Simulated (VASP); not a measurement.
Here is a VASP 6.6.1 calculation.

Contents of INCAR:

```
SYSTEM = AlN
ALGO     = Normal         ! electronic algorithm
EDIFF    = 1E-6           ! SCF threshold, eV
ENCUT    = 520            ! plane-wave cutoff, eV
GGA      = PS             ! functional
ISIF     = 2              ! what is computed and relaxed
ISMEAR   = 0              ! smearing method
LASPH    = .TRUE.         ! aspherical terms in the spheres
LCHARG   = .FALSE.        ! write CHGCAR
LREAL    = .FALSE.        ! projectors in reciprocal space
LWAVE    = .FALSE.        ! write WAVECAR
NBANDS   = 16             ! bands
NELM     = 60             ! most SCF steps
PREC     = Accurate       ! precision mode
SIGMA    = 0.05           ! smearing width, eV
```

Contents of KPOINTS:

```
k-points
0
G
  9 9 6
  0 0 0
```

Contents of POSCAR:

```
AlN
1.0
    3.3455583001      0.0000000000      0.0000000000
   -1.6727791501      2.8973384777      0.0000000000
    0.0000000000      0.0000000000      3.9347111167
Al N
2 2
Direct
    0.3333333333      0.6666666667      0.7500000000
    0.6666666667      0.3333333333      0.2500000000
    0.3333333333      0.6666666667      0.2500000000
    0.6666666667      0.3333333333      0.7500000000
```

Potentials or basis: VASP PAW PBE potentials, release 64 (Al, N).

Run with:

```sh
$ cat potpaw_PBE.64/Al/POTCAR potpaw_PBE.64/N/POTCAR > POTCAR
$ mpirun -np 1 vasp_std > vasp.out
```

(1) Predict the pressure.

(2) Estimate the band gap on the k mesh.

Answers

(1) 5.6 GPa.

(2) 3.67 eV, direct.

Caveat: the PAW data sets were made with another functional, which shifts forces and pressure a little.
